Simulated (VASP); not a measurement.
Wanted: the native input for a VASP 6.6.1 run.

| Property | Result |
| --- | --- |
| Task | single point |
| Functional | PBE |
| Potentials or basis | VASP PAW PBE potentials, release 64 (Se, Zn) |
| Cutoff | 520 eV |
| k mesh | 2 × 2 × 1 |
| Occupations | gaussian, width 0.05 eV |
| Spin | no spin polarisation |
| Dipole correction | yes |
| Further INCAR settings | LREAL = Auto; ALGO = Normal; EDIFF = 1e-07; NBANDS = 86 |

The structure of ZnSe lies in POSCAR:

```
ZnSe
1.0
    8.1060462700      0.0000000000      0.0000000000
   -4.0530231350      7.0200419941      0.0000000000
    0.0000000000      0.0000000000     24.4085994152
Se Zn
8 8
Direct
    0.5000000000      0.0000000000      0.3277533407
    0.5000000000      0.5000000000      0.3277533407
    0.0000000000      0.0000000000      0.3277533407
    0.0000000000      0.5000000000      0.3277533407
    0.7004101696      0.8993723545      0.4719347320
    0.6937440410      0.3779362286      0.4763232659
    0.1937168327      0.8873369310      0.4705854417
    0.1853802025      0.3801563239      0.4763329289
    0.1666666667      0.8333333333      0.3616479476
    0.1666666667      0.3333333333      0.3616479476
    0.6666666667      0.8333333333      0.3616479476
    0.6666666667      0.3333333333      0.3616479476
    0.3630422083      0.7157965666      0.4556063371
    0.3640386593      0.2286344833      0.4476720025
    0.8522217656      0.7140912443      0.4565149576
    0.8665862526      0.2318442945      0.4324242596
```

One way to write it, as run:

INCAR

```
  ALGO = Normal
  DIPOL = 0.5 0.5 0.403
  EDIFF = 1E-7
  ENCUT = 520
  GGA = PE
  IDIPOL = 3
  ISIF = 2
  ISMEAR = 0
  LASPH = True
  LCHARG = False
  LDIPOL = True
  LREAL = Auto
  LWAVE = False
  NBANDS = 86
  NELM = 100
  PREC = Accurate
  SIGMA = 0.05
```

KPOINTS

```
k-points
0
Gamma
  2 2 1
```

Potentials or basis: VASP PAW PBE potentials, release 64 (Se, Zn).

Command:

```console
$ cat potpaw_PBE.64/Se/POTCAR potpaw_PBE.64/Zn/POTCAR > POTCAR
$ mpirun -np 1 vasp_std > vasp.out
```

Results of the run:

The largest force is 0.577 eV/Å and the band gap on the k mesh is 0.95 eV, direct.

Caveat: the k points lie up to 0.45 Å⁻¹ apart.

Run time: 23 min on 1 thread of Intel(R) Xeon(R) Platinum 8259CL CPU @ 2.50GHz (Skylake/Cascade Lake) (shared host), peak memory 1.4 GiB.
